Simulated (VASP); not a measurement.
# Sn in VASP: a series of runs

The runs below take Sn through single point, with PBE.

Everything below comes from runs of VASP 6.6.1. Logs are shortened: lines on timing, memory, paths and dates and some standing lists are left out, and cuts for length are marked.

## Step 1: The cell of the first run

It takes space group Fd-3m (No. 227, cubic). The conventional cell has a = 6.534 Å, b = 6.534 Å, c = 6.534 Å, α = 90.00°, β = 90.00°, γ = 90.00°. Within 3.7 Å of Sn (site symmetry -43m) lie 4 Sn at 2.83 Å.

## Step 2: Single point, PBE (volume scaled by 1.02)

INCAR reads:

```
SYSTEM = Sn
ALGO = Normal
EDIFF = 1E-7
ENCUT = 520
GGA = PE
ISIF = 2
ISMEAR = -1
LASPH = .TRUE.
LCHARG = .FALSE.
LREAL = .FALSE.
LWAVE = .FALSE.
NBANDS = 21
NELM = 100
PREC = Accurate
SIGMA = 0.03
```

KPOINTS reads:

```
k-points
0
G
  9 9 9
  0 0 0
```

POSCAR reads:

```
Sn
1.0
    0.0000000000      3.2670946662      3.2670946662
    3.2670946662      0.0000000000      3.2670946662
    3.2670946662      3.2670946662      0.0000000000
Sn
2
Direct
    0.5000000000      0.5000000000      0.5000000000
    0.7500000000      0.7500000000      0.7500000000
```

Potentials or basis: VASP PAW PBE potentials, release 64 (Sn_d).

On the command line:

```console
$ cat potpaw_PBE.64/Sn_d/POTCAR > POTCAR
$ mpirun -np 1 vasp_std > vasp.out
```

OUTCAR:

```text
SYSTEM = Sn
   EDIFF = 1E-7
   ENCUT = 520
   GGA = PE
   ISIF = 2
   ISMEAR = -1
   LASPH = .TRUE.
   LREAL = .FALSE.
   NELM = 100
   PREC = Accurate

 ion  position               nearest neighbor table
   1  0.500  0.500  0.500-   2 2.83   2 2.83   2 2.83   2 2.83
   2  0.750  0.750  0.750-   1 2.83   1 2.83   1 2.83   1 2.83

  LATTYP: Found a face centered cubic cell.
 ALAT       =     6.5341893324

  Lattice vectors:

 A1 = (   0.0000000000,   3.2670946662,   3.2670946662)
 A2 = (   3.2670946662,   0.0000000000,   3.2670946662)
 A3 = (   3.2670946662,   3.2670946662,   0.0000000000)

Analysis of symmetry for initial positions (statically):
=====================================================================
 Subroutine PRICEL returns:
 Original cell was already a primitive cell.

 Routine SETGRP: Setting up the symmetry group for a
 face centered cubic supercell.

 Subroutine GETGRP returns: Found 48 space group operations
 (whereof 24 operations were pure point group operations)
 out of a pool of 48 trial point group operations.

The static configuration has the point symmetry T_d .
 The point group associated with its full space group is O_h .

Analysis of symmetry for dynamics (positions and initial velocities):
=====================================================================
 Subroutine PRICEL returns:
 Original cell was already a primitive cell.

 Routine SETGRP: Setting up the symmetry group for a
 face centered cubic supercell.

 Subroutine GETGRP returns: Found 48 space group operations
 (whereof 24 operations were pure point group operations)
 out of a pool of 48 trial point group operations.

The dynamic configuration has the point symmetry T_d .
 The point group associated with its full space group is O_h .

 Subroutine INISYM returns: Found 48 space group operations
 (whereof 24 operations are pure point group operations),
 and found     1 'primitive' translations

----------------------------------------------------------------------------------------

                                     Primitive cell

  volume of cell :      69.7453

  direct lattice vectors                    reciprocal lattice vectors
     0.000000000  3.267094666  3.267094666    -0.153041173  0.153041173  0.153041173
     3.267094666  0.000000000  3.267094666     0.153041173 -0.153041173  0.153041173
     3.267094666  3.267094666  0.000000000     0.153041173  0.153041173 -0.153041173

  length of vectors
     4.620369586  4.620369586  4.620369586     0.265075087  0.265075087  0.265075087

  position of ions in fractional coordinates (direct lattice)
     0.500000000  0.500000000  0.500000000
[... 72 lines left out ...]
   ISPIN  =      1    spin polarized calculation?
   LNONCOLLINEAR =      F non collinear calculations
   LSORBIT =      F    spin-orbit coupling
   LASPH  =      T    aspherical Exc in radial PAW
   ENCUT  =  520.0 eV  38.22 Ry    6.18 a.u.   8.59  8.59  8.59*2*pi/ulx,y,z
   NELM   =    100;   NELMIN=  2; NELMDL= -5     # of ELM steps
   EDIFF  = 0.1E-06   stopping-criterion for ELM
   LREAL  =      F    real-space projection
   EDIFFG = 0.1E-05   stopping-criterion for IOM
   NSW    =      0    number of steps for IOM
   IBRION =     -1    ionic relax: 0-MD 1-quasi-New 2-CG
   NFREE  =      0    steps in history (QN), initial steepest desc. (CG)
   ISIF   =      2    stress and relaxation
   ISYM   =      2    0-nonsym 1-usesym 2-fastsym
   POTIM  = 0.5000    time-step for ionic-motion
   TEBEG  =    0.0;   TEEND  =   0.0 temperature during run
   PSTRESS=    0.0 pullay stress
   NELECT =      28.0000    total number of electrons
   NUPDOWN=      -1.0000    fix difference up-down
   EMIN   =  10.00;   EMAX   =-10.00  energy-range for DOS
   EFERMI =   0.00;   METHOD = LEGACY
   ISMEAR =    -1;   SIGMA  =   0.03  broadening in eV -4-tet -1-fermi 0-gaus
   EFERMI_NEDOS =   21; number of points for ismear=-14 and -15
   IALGO  =     38    algorithm
   IMIX   =      4    mixing-type and parameters
     AMIX     =   0.40;   BMIX     =  1.00
     AMIX_MAG =   1.60;   BMIX_MAG =  1.00
  volume/ion in A,a.u.               =      34.87       235.33
  Fermi-wavevector in a.u.,A,eV,Ry     =   1.207691  2.282205 19.844332  1.458517
  Thomas-Fermi vector in A             =   2.343321
   LORBIT       =      0    0 simple, 1 ext, 2 COOP (PROOUT), +10 PAW based schemes
   GGA     = PE    functional components
   LHFCALC =     F    Hartree Fock is set to
   AEXX    =    0.0000 exact exchange contribution
   IVDW    =     0    specifies the selected vdW correction
   LEPSILON=     F    determine dielectric tensor
   LRPA    =     F    only Hartree local field effects (RPA)
 non-spin polarized calculation
  energy-cutoff  :      520.00
  volume of cell :       69.75
 maximum number of plane-waves:      1895
   NGX = 17   NGY = 17   NGZ = 17

 number of electron      27.9999987 magnetization

 Free energy of the ion-electron system (eV)
  ---------------------------------------------------
  ext. energy  EPLUGINS =         0.00000000
  ---------------------------------------------------
  free energy    TOTEN  =        -7.66260590 eV

  energy without entropy =       -7.66185093  energy(sigma->0) =       -7.66222841

 E-fermi :   5.3810     XC(G=0):  -8.7848

 val. band max:        5.2869018564   @ k =   0.1111   0.0000   0.0000
 cond. band min:       5.4001864873   @ k =   0.4444   0.0000   0.0000
 fundamental gap:      0.1132846310
 Fermi energy:         5.3810315821

 k-point     1 :       0.0000    0.0000    0.0000
  band No.  band energies     occupation
      1     -16.2174      2.00000
      2     -16.2174      2.00000
      3     -16.2174      2.00000
      4     -16.1606      2.00000
      5     -16.1606      2.00000
      6     -15.8681      2.00000
[... 565 lines left out ...]
     20      15.1917      0.00000
     21      15.5377      0.00000

 [... further k-points ...]
[... 5 lines left out ...]
  --------------------------------------------------------------------------------------
  -------------------------------------------------------------------------------------
  Total        0.9480071      0.9480071      0.9480071      0.0000000      0.0000000     -0.0000000
  in kB       21.7774487     21.7774487     21.7774487      0.0000000      0.0000000     -0.0000000
  external PRESSURE =      21.7774487 kB  Pullay stress =       0.0000000 kB

 VOLUME and BASIS-vectors are now :
 -----------------------------------------------------------------------------
  energy-cutoff  :      520.00
  volume of cell :       69.75
      direct lattice vectors                 reciprocal lattice vectors
     0.000000000  3.267094666  3.267094666    -0.153041173  0.153041173  0.153041173
     3.267094666  0.000000000  3.267094666     0.153041173 -0.153041173  0.153041173
     3.267094666  3.267094666  0.000000000     0.153041173  0.153041173 -0.153041173

 POSITION                                       TOTAL-FORCE (eV/Angst)
 -----------------------------------------------------------------------------------
      3.26709      3.26709      3.26709        -0.000000     -0.000000     -0.000000
      4.90064      4.90064      4.90064         0.000000      0.000000      0.000000
 -----------------------------------------------------------------------------------
    total drift:                                0.000000      0.000000      0.000000

  FREE ENERGIE OF THE ION-ELECTRON SYSTEM (eV)
  ---------------------------------------------------
  free  energy   TOTEN  =        -7.6626058956 eV

  energy  without entropy=       -7.6618509253  energy(sigma->0) =       -7.66222841
```

OSZICAR:

```text
N       E                     dE             d eps       ncg     rms          rms(c)
DAV:   1     0.231045363418E+03    0.23105E+03   -0.14862E+04  1485   0.194E+03
DAV:   2     0.181138250897E+02   -0.21293E+03   -0.20804E+03  1485   0.456E+02
DAV:   3    -0.688747107419E+01   -0.25001E+02   -0.24857E+02  1735   0.142E+02
DAV:   4    -0.769132254500E+01   -0.80385E+00   -0.80351E+00  1685   0.285E+01
DAV:   5    -0.771852524515E+01   -0.27203E-01   -0.27202E-01  2075   0.518E+00    0.314E+00
DAV:   6    -0.767903968595E+01    0.39486E-01   -0.29674E-02  1997   0.202E+00    0.183E+00
DAV:   7    -0.766034827192E+01    0.18691E-01   -0.43524E-02  1580   0.216E+00    0.161E-01
DAV:   8    -0.766217496940E+01   -0.18267E-02   -0.57071E-03  1675   0.833E-01    0.511E-02
DAV:   9    -0.766257198093E+01   -0.39701E-03   -0.47363E-04  1702   0.142E-01    0.134E-02
DAV:  10    -0.766260129286E+01   -0.29312E-04   -0.49447E-05  1778   0.557E-02    0.600E-03
DAV:  11    -0.766260600562E+01   -0.47128E-05   -0.75044E-06  1683   0.182E-02    0.574E-04
DAV:  12    -0.766260588930E+01    0.11632E-06   -0.26314E-07  1445   0.447E-03    0.603E-04
DAV:  13    -0.766260589557E+01   -0.62660E-08   -0.49125E-08  1304   0.177E-03
   1 F= -.76626059E+01 E0= -.76622284E+01  d E =-.754970E-03
```

stdout:

```text
POSCAR found type information on POSCAR Sn
 POSCAR found :  1 types and       2 ions
 scaLAPACK will be used
 LDA part: xc-table for (Slater+PW92), standard interpolation
 POSCAR, INCAR and KPOINTS ok, starting setup
 FFT: planning ... GRIDC
 FFT: planning ... GRID_SOFT
 FFT: planning ... GRID
 WAVECAR not read
 entering main loop
```

Run time: 46 s. Hardware: 1 thread of Intel Xeon Platinum 8259CL at 2.50GHz (Skylake/Cascade Lake), shared host; peak memory 0.21 GiB.

Results:

| Property | Result |
| --- | --- |
| Free energy | -7.6626 eV |
| Pressure | 2.2 GPa |
| Band gap on the k mesh | zero (band 14 reaches 5.51 eV, above the bottom of band 15 at 5.40 eV) |

Levels at points of the mesh, in eV from the Fermi level:
```tsv
k point	band 11	band 12	band 13	band 14	band 15	band 16	band 17	band 18
(0.00, 0.00, 0.00)	-10.42	-0.73	0.13	0.13	0.13	2.20	2.20	2.20
```

Caveat: spin-orbit coupling is left out, which moves the levels of the heavy elements.

## Step 3: Single point, PBE (volume scaled by 1.04)

INCAR reads:

```
SYSTEM = Sn
PREC = Accurate ; ENCUT = 520
EDIFF = 1E-6 ; ISMEAR = -1
SIGMA = 0.03 ; LREAL = .False.
LASPH = .True. ; NELM = 80
ALGO = Normal ; ISIF = 2
LWAVE = .False. ; LCHARG = .False.
GGA = PE ; NBANDS = 21
```

KPOINTS reads:

```
regular mesh
0
Gamma
  9 9 9
  0 0 0
```

POSCAR reads:

```
Sn
1.0
    0.0000000000      3.2883101610      3.2883101610
    3.2883101610      0.0000000000      3.2883101610
    3.2883101610      3.2883101610      0.0000000000
Sn
2
Direct
    0.5000000000      0.5000000000      0.5000000000
    0.7500000000      0.7500000000      0.7500000000
```

Potentials or basis: VASP PAW PBE potentials, release 64 (Sn_d).

On the command line:

```console
$ cat potpaw_PBE.64/Sn_d/POTCAR > POTCAR
$ mpirun -np 1 vasp_std > vasp.out
```

Wall time 43 s (1 thread of Intel Xeon Platinum 8259CL at 2.50GHz (Skylake/Cascade Lake), shared host); peak memory 0.22 GiB.

It converged, with:

```yaml
Free_energy: -7.6779 eV
Pressure: 1.3 GPa
Band_gap_on_the_k_mesh: zero (band 14 reaches 5.31 eV, above the bottom of band 15 at 5.16 eV)
```

Levels at points of the mesh, in eV from the Fermi level:
```
           k point  band 10  band 11  band 12  band 13  band 14  band 15  band 16  band 17  band 18  band 19
(0.00, 0.00, 0.00)   -21.21   -10.28    -0.85     0.15     0.15     0.15     2.22     2.22     2.22     5.06
```

Caveat: spin-orbit coupling is left out, which moves the levels of the heavy elements.

## Step 4: Single point, PBE (zz strain of -2 %)

INCAR reads:

```
PREC = Accurate ; ENCUT = 520
EDIFF = 1E-6 ; ISMEAR = -1
SIGMA = 0.03 ; LREAL = F
LASPH = T ; NELM = 60
ALGO = Normal ; ISIF = 2
LWAVE = F ; LCHARG = F
GGA = PE ; NBANDS = 21
```

KPOINTS reads:

```
regular mesh
0
Gamma
  9 9 9
```

POSCAR reads:

```
Sn
1.0
    0.0000000000      3.2456000000      3.1806880000
    3.2456000000      0.0000000000      3.1806880000
    3.2456000000      3.2456000000      0.0000000000
Sn
2
Direct
    0.5000000000      0.5000000000      0.5000000000
    0.7500000000      0.7500000000      0.7500000000
```

On the command line:

```console
$ cat potpaw_PBE.64/Sn_d/POTCAR > POTCAR
$ mpirun -np 1 vasp_std > vasp.out
```

Wall time 47 s (1 thread of AMD EPYC 9R45 (Zen 5), shared host); peak memory 0.21 GiB.

Results (log left out):

- Free energy: -7.6063 eV
- Pressure: 4.2 GPa

Stress tensor (GPa, compression positive):
```
4.00 0.00 0.00
0.00 4.00 0.00
0.00 0.00 4.59
```

Levels at points of the mesh, in eV from the Fermi level:
```tsv
k point	band 10	band 11	band 12	band 13	band 14	band 15	band 16	band 17	band 18	band 19
(0.00, 0.00, 0.00)	-21.33	-10.74	-0.51	0.03	0.03	0.17	2.10	2.18	2.18	5.03
```

Caveat: the cell differs from its parent crystal (zz strain of -2 %); spin-orbit coupling is left out, which moves the levels of the heavy elements.

(Part 1 of 2 ends here.)
